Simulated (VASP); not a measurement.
Input of a VASP 6.6.1 run:

File INCAR:

```
SYSTEM = CdTe
ALGO = Normal ; EDIFF = 1E-6
ENCUT = 520 ; GGA = RP
ISIF = 2 ; ISMEAR = 0
IVDW = 13 ; LASPH = .True.
LCHARG = .True. ; LELF = .True.
LREAL = .False. ; LVHAR = .True.
LWAVE = .False. ; NBANDS = 16
NELM = 80 ; PREC = Accurate
SIGMA = 0.05
```

Contents of KPOINTS:

```
k-points
0
Gamma
  6 6 6
  0 0 0
```

The input POSCAR:

```
CdTe
1.0
    0.0000000000      3.0418246805      3.0418246805
    3.0418246805      0.0000000000      3.0418246805
    3.0418246805      3.0418246805      0.0000000000
Cd Te
1 1
Direct
    0.5000000000      0.5000000000      0.5000000000
    0.0000000000      0.0000000000      0.0000000000
```

Potentials or basis: VASP PAW PBE potentials, release 64 (Cd, Te).

Command:

```sh
$ cat potpaw_PBE.64/Cd/POTCAR potpaw_PBE.64/Te/POTCAR > POTCAR
$ mpirun -np 1 vasp_std > vasp.out
```

**Question.** Estimate the band gap on the k mesh.

**Answer.** Zero (band 9 reaches 4.25 eV, above the bottom of band 10 at 2.94 eV).

**Question.** Estimate the dispersion energy per atom.

**Answer.** -0.828 eV.

**Question.** What does it give for the pressure?

**Answer.** -1.8 GPa.

Caveat: the PAW data sets were made with another functional, which shifts forces and pressure a little; spin-orbit coupling is left out, which moves the levels of the heavy elements; pairwise dispersion overbinds metals, which lowers pressure and volume.
